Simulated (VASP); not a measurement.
# CsSnI3 in VASP: a series of runs, part 3 of 3

VASP 6.6.1.

## 4. Single point, PBEsol (strain -0.080 along x and y, -0.040 along z)

File INCAR:

```
  PREC = Accurate
  ENCUT = 520
  EDIFF = 1E-7
  ISMEAR = 0
  SIGMA = 0.03
  LREAL = F
  LASPH = T
  NELM = 100
  ALGO = Normal
  ISIF = 2
  LWAVE = F
  LCHARG = F
  GGA = PS
  NBANDS = 30
```

File KPOINTS:

```
Automatic mesh
0
Gamma
  6 6 6
```

File POSCAR:

```
CsSnI3
1.0
    5.7092440000      0.0000000000      0.0000000000
    0.0000000000      5.7092440000      0.0000000000
    0.0000000000      0.0000000000      5.9574720000
Cs Sn I
1 1 3
Direct
    0.0000000000      0.0000000000      0.0000000000
    0.5000000000      0.5000000000      0.5000000000
    0.0000000000      0.5000000000      0.5000000000
    0.5000000000      0.0000000000      0.5000000000
    0.5000000000      0.5000000000      0.0000000000
```

Potentials or basis: VASP PAW PBE potentials, release 64 (Cs_sv, Sn_d, I).

Command:

```
cat potpaw_PBE.64/Cs_sv/POTCAR potpaw_PBE.64/Sn_d/POTCAR potpaw_PBE.64/I/POTCAR > POTCAR
mpirun -np 1 vasp_std > vasp.out
```

OUTCAR:

```text
PREC = Accurate
   ENCUT = 520
   EDIFF = 1E-7
   ISMEAR = 0
   LREAL = F
   LASPH = T
   NELM = 100
   ISIF = 2
   GGA = PS

 ion  position               nearest neighbor table
   1  0.000  0.000  0.000-
   2  0.500  0.500  0.500-   3 2.85   4 2.85   4 2.85   3 2.85   5 2.98   5 2.98
   3  0.000  0.500  0.500-   2 2.85   2 2.85
   4  0.500  0.000  0.500-   2 2.85   2 2.85
   5  0.500  0.500  0.000-   2 2.98   2 2.98

  LATTYP: Found a simple tetragonal cell.
 ALAT       =     5.7092440000
 C/A-ratio  =     1.0434782609

  Lattice vectors:

 A1 = (   5.7092440000,   0.0000000000,   0.0000000000)
 A2 = (   0.0000000000,   5.7092440000,   0.0000000000)
 A3 = (   0.0000000000,   0.0000000000,   5.9574720000)

Analysis of symmetry for initial positions (statically):
=====================================================================
 Subroutine PRICEL returns:
 Original cell was already a primitive cell.

 Routine SETGRP: Setting up the symmetry group for a
 simple tetragonal supercell.

 Subroutine GETGRP returns: Found 16 space group operations
 (whereof 16 operations were pure point group operations)
 out of a pool of 16 trial point group operations.

The static configuration has the point symmetry D_4h.

Analysis of symmetry for dynamics (positions and initial velocities):
=====================================================================
 Subroutine PRICEL returns:
 Original cell was already a primitive cell.

 Routine SETGRP: Setting up the symmetry group for a
 simple tetragonal supercell.

 Subroutine GETGRP returns: Found 16 space group operations
 (whereof 16 operations were pure point group operations)
 out of a pool of 16 trial point group operations.

The dynamic configuration has the point symmetry D_4h.

 Subroutine INISYM returns: Found 16 space group operations
 (whereof 16 operations are pure point group operations),
 and found     1 'primitive' translations

----------------------------------------------------------------------------------------

                                     Primitive cell

  volume of cell :     194.1866

  direct lattice vectors                    reciprocal lattice vectors
     5.709244000  0.000000000  0.000000000     0.175154539  0.000000000  0.000000000
     0.000000000  5.709244000  0.000000000     0.000000000  0.175154539  0.000000000
     0.000000000  0.000000000  5.957472000     0.000000000  0.000000000  0.167856433

  length of vectors
     5.709244000  5.709244000  5.957472000     0.175154539  0.175154539  0.167856433

  position of ions in fractional coordinates (direct lattice)
     0.000000000  0.000000000  0.000000000
     0.500000000  0.500000000  0.500000000
     0.000000000  0.500000000  0.500000000
     0.500000000  0.000000000  0.500000000
     0.500000000  0.500000000  0.000000000

  ion indices of the primitive-cell ions
   primitive index   ion index
                 1           1
                 2           2
                 3           3
                 4           4
                 5           5

----------------------------------------------------------------------------------------

 KPOINTS: Automatic mesh

Automatic generation of k-mesh.
 Grid dimensions read from file:
 generate k-points for:    6    6    6

 Generating k-lattice:

  Cartesian coordinates                     Fractional coordinates (reciprocal lattice)
     0.029192423  0.000000000  0.000000000     0.166666667  0.000000000  0.000000000
     0.000000000  0.029192423  0.000000000     0.000000000  0.166666667  0.000000000
     0.000000000  0.000000000  0.027976072     0.000000000  0.000000000  0.166666667

  Length of vectors
     0.029192423  0.029192423  0.027976072

  Shift w.r.t. Gamma in fractional coordinates (k-lattice)
     0.000000000  0.000000000  0.000000000

 Subroutine IBZKPT returns following result:
 ===========================================

 Found     40 irreducible k-points:

 Following reciprocal coordinates:
            Coordinates               Weight
  0.000000  0.000000  0.000000      1.000000
  0.166667  0.000000  0.000000      4.000000
  0.333333  0.000000  0.000000      4.000000
  0.500000  0.000000  0.000000      2.000000
  0.166667  0.166667  0.000000      4.000000
  0.333333  0.166667  0.000000      8.000000
[... 16 lines left out ...]
  0.333333  0.000000  0.333333      8.000000
  0.500000  0.000000  0.333333      4.000000
 [... further k-points ...]
   k-points           NKPTS =     40   k-points in BZ     NKDIM =     40   number of bands    NBANDS=     30
   number of dos      NEDOS =    301   number of ions     NIONS =      5
   total plane-waves  NPLWV =  84672
   dimension x,y,z NGX =    42 NGY =   42 NGZ =   48
   dimension x,y,z NGXF=    84 NGYF=   84 NGZF=   96
   ions per type =               1   1   3
   NGX,Y,Z   is equivalent  to a cutoff of  12.23, 12.23, 13.39 a.u.
   NGXF,Y,Z  is equivalent  to a cutoff of  24.46, 24.46, 26.79 a.u.
 SYSTEM =  unknown system
   PREC   = accura    normal or accurate (medium, high low for compatibility)
   ISTART =      0    job   : 0-new  1-cont  2-samecut
   ICHARG =      2    charge: 1-file 2-atom 10-const
   ISPIN  =      1    spin polarized calculation?
   LNONCOLLINEAR =      F non collinear calculations
   LSORBIT =      F    spin-orbit coupling
   LASPH  =      T    aspherical Exc in radial PAW
   ENCUT  =  520.0 eV  38.22 Ry    6.18 a.u.  10.62 10.62 11.08*2*pi/ulx,y,z
   NELM   =    100;   NELMIN=  2; NELMDL= -5     # of ELM steps
   EDIFF  = 0.1E-06   stopping-criterion for ELM
   LREAL  =      F    real-space projection
   EDIFFG = 0.1E-05   stopping-criterion for IOM
   NSW    =      0    number of steps for IOM
   IBRION =     -1    ionic relax: 0-MD 1-quasi-New 2-CG
   NFREE  =      0    steps in history (QN), initial steepest desc. (CG)
   ISIF   =      2    stress and relaxation
   ISYM   =      2    0-nonsym 1-usesym 2-fastsym
   POTIM  = 0.5000    time-step for ionic-motion
   TEBEG  =    0.0;   TEEND  =   0.0 temperature during run
   PSTRESS=    0.0 pullay stress
   NELECT =      44.0000    total number of electrons
   NUPDOWN=      -1.0000    fix difference up-down
   EMIN   =  10.00;   EMAX   =-10.00  energy-range for DOS
   EFERMI =   0.00;   METHOD = LEGACY
   ISMEAR =     0;   SIGMA  =   0.03  broadening in eV -4-tet -1-fermi 0-gaus
   EFERMI_NEDOS =   21; number of points for ismear=-14 and -15
   IALGO  =     38    algorithm
   IMIX   =      4    mixing-type and parameters
     AMIX     =   0.40;   BMIX     =  1.00
     AMIX_MAG =   1.60;   BMIX_MAG =  1.00
  volume/ion in A,a.u.               =      38.84       262.09
  Fermi-wavevector in a.u.,A,eV,Ry     =   0.998051  1.886043 13.552837  0.996105
  Thomas-Fermi vector in A             =   2.130248
   LORBIT       =      0    0 simple, 1 ext, 2 COOP (PROOUT), +10 PAW based schemes
   GGA     = PS    functional components
   LHFCALC =     F    Hartree Fock is set to
   AEXX    =    0.0000 exact exchange contribution
   IVDW    =     0    specifies the selected vdW correction
   LEPSILON=     F    determine dielectric tensor
   LRPA    =     F    only Hartree local field effects (RPA)
 non-spin polarized calculation
 Gauss-broadening in eV      SIGMA  =   0.03
  energy-cutoff  :      520.00
  volume of cell :      194.19
 maximum number of plane-waves:      5276
   NGX = 21   NGY = 21   NGZ = 23

 number of electron      43.9999995 magnetization

 Free energy of the ion-electron system (eV)
  ---------------------------------------------------
  ext. energy  EPLUGINS =         0.00000000
  ---------------------------------------------------
  free energy    TOTEN  =       -14.56001897 eV

  energy without entropy =      -14.55977802  energy(sigma->0) =      -14.55989850

 E-fermi :   4.8329     XC(G=0):  -8.5962

 val. band max:        4.8086755847   @ k =   0.5000   0.5000   0.1667
 cond. band min:       4.8620840667   @ k =   0.5000   0.3333   0.5000
 fundamental gap:      0.0534084820
 Fermi energy:         4.8328841947

 k-point     1 :       0.0000    0.0000    0.0000
  band No.  band energies     occupation
      1     -17.6715      2.00000
      2     -17.3075      2.00000
      3     -17.2814      2.00000
      4     -17.2287      2.00000
      5     -17.2263      2.00000
      6     -17.2263      2.00000
[... 781 lines left out ...]
     29       9.2310      0.00000
     30       9.9405      0.00000

 [... further k-points ...]
[... 5 lines left out ...]
  --------------------------------------------------------------------------------------
  -------------------------------------------------------------------------------------
  Total        7.1666486      7.1666486      3.3525353      0.0000000      0.0000000      0.0000000
  in kB       59.1299453     59.1299453     27.6607991      0.0000000      0.0000000      0.0000000
  external PRESSURE =      48.6402299 kB  Pullay stress =       0.0000000 kB

 VOLUME and BASIS-vectors are now :
 -----------------------------------------------------------------------------
  energy-cutoff  :      520.00
  volume of cell :      194.19
      direct lattice vectors                 reciprocal lattice vectors
     5.709244000  0.000000000  0.000000000     0.175154539  0.000000000  0.000000000
     0.000000000  5.709244000  0.000000000     0.000000000  0.175154539  0.000000000
     0.000000000  0.000000000  5.957472000     0.000000000  0.000000000  0.167856433

 POSITION                                       TOTAL-FORCE (eV/Angst)
 -----------------------------------------------------------------------------------
      0.00000      0.00000      0.00000         0.000000      0.000000      0.000000
      2.85462      2.85462      2.97874         0.000000      0.000000      0.000000
      0.00000      2.85462      2.97874         0.000000      0.000000      0.000000
      2.85462      0.00000      2.97874         0.000000      0.000000      0.000000
      2.85462      2.85462      0.00000         0.000000      0.000000      0.000000
 -----------------------------------------------------------------------------------
    total drift:                                0.000000     -0.000000     -0.000000

  FREE ENERGIE OF THE ION-ELECTRON SYSTEM (eV)
  ---------------------------------------------------
  free  energy   TOTEN  =       -14.5600189671 eV

  energy  without entropy=      -14.5597780244  energy(sigma->0) =      -14.55989850
```

OSZICAR:

```text
N       E                     dE             d eps       ncg     rms          rms(c)
DAV:   1     0.363042737357E+03    0.36304E+03   -0.18646E+04  2400   0.141E+03
DAV:   2     0.333365339515E+02   -0.32971E+03   -0.31479E+03  2708   0.313E+02
DAV:   3    -0.125703220183E+02   -0.45907E+02   -0.44772E+02  2920   0.119E+02
DAV:   4    -0.146046624559E+02   -0.20343E+01   -0.20276E+01  3032   0.278E+01
DAV:   5    -0.146668606384E+02   -0.62198E-01   -0.62184E-01  3584   0.491E+00    0.727E+00
DAV:   6    -0.145699963957E+02    0.96864E-01   -0.16038E-01  3306   0.252E+00    0.462E+00
DAV:   7    -0.145629727950E+02    0.70236E-02   -0.17295E-01  3286   0.197E+00    0.507E-01
DAV:   8    -0.145596485138E+02    0.33243E-02   -0.32104E-02  2912   0.120E+00    0.309E-01
DAV:   9    -0.145598826118E+02   -0.23410E-03   -0.16726E-03  3130   0.235E-01    0.107E-01
DAV:  10    -0.145599857605E+02   -0.10315E-03   -0.28958E-04  3238   0.109E-01    0.435E-02
DAV:  11    -0.145600178662E+02   -0.32106E-04   -0.88892E-05  2950   0.665E-02    0.213E-02
DAV:  12    -0.145600192954E+02   -0.14293E-05   -0.75347E-06  3080   0.128E-02    0.113E-02
DAV:  13    -0.145600190099E+02    0.28549E-06   -0.97048E-07  2918   0.454E-03    0.215E-03
DAV:  14    -0.145600189671E+02    0.42813E-07   -0.52338E-08  2058   0.205E-03
   1 F= -.14560019E+02 E0= -.14559898E+02  d E =-.240943E-03
```

stdout:

```text
POSCAR found type information on POSCAR CsSnI
 POSCAR found :  3 types and       5 ions
 scaLAPACK will be used
 -----------------------------------------------------------------------------
|                                                                             |
|                                                                             |
|     You enforced a specific xc type in the INCAR file but a different       |
|     I HOPE YOU KNOW WHAT YOU ARE DOING!                                     |
|                                                                             |
 -----------------------------------------------------------------------------

 LDA part: xc-table for (Slater+PW92), standard interpolation
 POSCAR, INCAR and KPOINTS ok, starting setup
 FFT: planning ... GRIDC
 FFT: planning ... GRID_SOFT
 FFT: planning ... GRID
 WAVECAR not read
 entering main loop
```

Wall time 2 min (1 thread of Intel Xeon 6975P-C (Granite Rapids), shared host); peak memory 0.42 GiB.

Results:

- Free energy: -14.5600 eV
- Pressure: 4.9 GPa
- Band gap on the k mesh: 0.05 eV (least direct gap 0.18 eV)

Caveat: the cell differs from its parent crystal (strain -0.080 along x and y, -0.040 along z); the cell stands under pressure; the PAW data sets were made with another functional, which shifts forces and pressure a little; spin-orbit coupling is left out, which moves the levels of the heavy elements. A k mesh can miss the band edges.

## 5. Summary

| cell | gap on the mesh (eV) | pressure (GPa) |
| --- | --- | --- |
| a = 6.454, b = 6.454, c = 6.702 Å, 5 atoms | 0.72 | -2.2 |
| a = 6.702 Å, 5 atoms | 1.05 | -2.6 |
| a = 5.709, b = 5.709, c = 5.957 Å, 5 atoms | 0.05 | 4.9 |

Alike in all rows: task single point; level PBEsol; potentials or basis VASP PAW PBE potentials, release 64 (Cs_sv, Sn_d, I); no spin polarisation; k mesh 6 × 6 × 6; cutoff (eV) 520; smearing gaussian 0.03 eV.

Caveats: the PAW data sets were made with another functional, which shifts forces and pressure a little; spin-orbit coupling is left out, which moves the levels of the heavy elements; the cell stands under pressure (at least some runs).

Total energies depend on the potentials used, so only differences within one code and one set of settings carry meaning.
